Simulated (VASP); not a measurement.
Set up this calculation in VASP 6.6.1, as the native input.

| Item | Value |
| --- | --- |
| Task | single point |
| Functional | r2SCAN |
| Potentials or basis | VASP PAW PBE potentials, release 64 (Ti_sv) |
| Cutoff | 520 eV |
| k mesh | 14 × 14 × 14 |
| Occupations | fermi-dirac, width 0.1 eV |
| Spin | no spin polarisation |
| Dipole correction | no |
| Further INCAR settings | ALGO = Normal; EDIFF = 1e-07; NBANDS = 12 |

Crystal: Ti.

```
Ti
1.0
     0.00000    2.02170    2.02170
     2.02170    0.00000    2.02170
     2.02170    2.02170    0.00000
Ti
1
Direct
  0.00000 0.00000 0.00000
```

This isn't the form of Ti at room conditions, which is hcp.

These files were run (other wordings do the same):

POSCAR

```
Ti
1.0
    0.0000000000      2.0217017781      2.0217017781
    2.0217017781      0.0000000000      2.0217017781
    2.0217017781      2.0217017781      0.0000000000
Ti
1
Direct
    0.0000000000      0.0000000000      0.0000000000
```

INCAR.step1

```
SYSTEM = Ti
PREC = Accurate ; ENCUT = 520
ISMEAR = -1 ; SIGMA = 0.1
LREAL = .FALSE. ; LASPH = .TRUE.
NELM = 80 ; NBANDS = 12
GGA = PE ; ALGO = Normal
EDIFF = 1E-4 ; LWAVE = .TRUE.
LCHARG = .FALSE.
```

INCAR.step2

```
SYSTEM = Ti
PREC = Accurate ; ENCUT = 520
EDIFF = 1E-7 ; ISMEAR = -1
SIGMA = 0.1 ; LREAL = .FALSE.
LASPH = .TRUE. ; NELM = 80
ALGO = Normal ; ISIF = 2
LWAVE = .FALSE. ; LCHARG = .TRUE.
METAGGA = R2SCAN ; LMIXTAU = .TRUE.
LELF = .TRUE. ; LVHAR = .TRUE.
NBANDS = 12 ; ISTART = 1
```

KPOINTS

```
Automatic mesh
0
G
  14 14 14
  0 0 0
```

Potentials or basis: VASP PAW PBE potentials, release 64 (Ti_sv).

Launch:

```sh
$ cat potpaw_PBE.64/Ti_sv/POTCAR > POTCAR
$ cp INCAR.step1 INCAR
$ mpirun -np 1 vasp_std > vasp.out
$ cp INCAR.step2 INCAR
$ mpirun -np 1 vasp_std > vasp.out
```

Results of the run:

```
Pressure               : 6.6 GPa
Band gap on the k mesh : zero (bands 6 and 7 overlap by 1.44 eV)
```

Caveat: the cell stands under pressure; the PAW data sets were made with another functional, which shifts forces and pressure a little.

Run time: 40 s on 1 thread of Intel(R) Xeon(R) 6975P-C (Granite Rapids), on a shared host, peak memory 0.15 GiB.
